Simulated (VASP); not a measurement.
A run of VASP 6.6.1:

INCAR

```
SYSTEM = ZnO
ALGO = Normal
EDIFF = 1E-8
ENCUT = 520
GGA = PS
IBRION = 8
ISIF = 2
ISMEAR = 0
LASPH = .TRUE.
LCHARG = .FALSE.
LEPSILON = .TRUE.
LREAL = .FALSE.
LWAVE = .FALSE.
NBANDS = 16
NELM = 100
NSW = 1
PREC = Accurate
SIGMA = 0.01
```

File KPOINTS:

```
k-points
0
G
  8 8 8
  0 0 0
```

The input POSCAR:

```
ZnO
1.0
    0.0000000000      2.1324918211      2.1324918211
    2.1324918211      0.0000000000      2.1324918211
    2.1324918211      2.1324918211      0.0000000000
Zn O
1 1
Direct
    0.0000000000      0.0000000000      0.0000000000
    0.5000000000      0.5000000000      0.5000000000
```

Potentials or basis: VASP PAW PBE potentials, release 64 (Zn, O).

Run with:

```bash
$ cat potpaw_PBE.64/Zn/POTCAR potpaw_PBE.64/O/POTCAR > POTCAR
$ mpirun -np 1 vasp_std > vasp.out
```

Hardware: 1 thread of Intel(R) Xeon(R) 6975P-C (Granite Rapids), on a shared host.

**Question.** How long does it take, and how much memory?

**Answer.** Wall time 71 s on 1 thread of Intel(R) Xeon(R) 6975P-C (Granite Rapids), with other jobs on the host, peak memory 0.18 GiB. Counts: scf iterations 135, k points 29.
